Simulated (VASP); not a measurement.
Here is a VASP 6.6.1 calculation.

Contents of INCAR:

```
SYSTEM = ScSi2
PREC = Accurate
ENCUT = 520
EDIFF = 1E-8
ISMEAR = -1
SIGMA = 0.05
LREAL = .False.
LASPH = .True.
NELM = 80
ALGO = Normal
ISIF = 2
LWAVE = .False.
LCHARG = .False.
GGA = PS
LEFG = .True.
NBANDS = 16
```

File KPOINTS:

```
regular mesh
0
Gamma
  13 13 11
  0 0 0
```

File POSCAR:

```
ScSi2
1.0
    3.6354342207      0.0000000000      0.0000000000
   -1.8177171104      3.1483783889      0.0000000000
    0.0000000000      0.0000000000      3.8440260630
Sc Si
1 2
Direct
    0.0000000000      0.0000000000      0.0000000000
    0.3333333333      0.6666666667      0.5000000000
    0.6666666667      0.3333333333      0.5000000000
```

Potentials or basis: VASP PAW PBE potentials, release 64 (Sc_sv, Si).

Launch:

```console
$ cat potpaw_PBE.64/Sc_sv/POTCAR potpaw_PBE.64/Si/POTCAR > POTCAR
$ mpirun -np 1 vasp_std > vasp.out
```

**Question.** Estimate the pressure.

**Answer.** 26.1 GPa.

**Question.** What does it give for the band gap on the k mesh?

**Answer.** Zero (an odd number of electrons rules out a gap without spin polarisation).

Electric field gradients, principal values (V/Å²):
```
atom   least  middle  greatest (by size)
1 Sc   1.885   1.887              -3.771
2 Si  -8.877  -8.878              17.755
3 Si  -8.877  -8.878              17.755
```

Caveat: the cell stands under pressure; without QUAD_EFG the Cq values of the log hold for a quadrupole moment of 1 mb, not for the nuclei; the PAW data sets were made with another functional, which shifts forces and pressure a little.
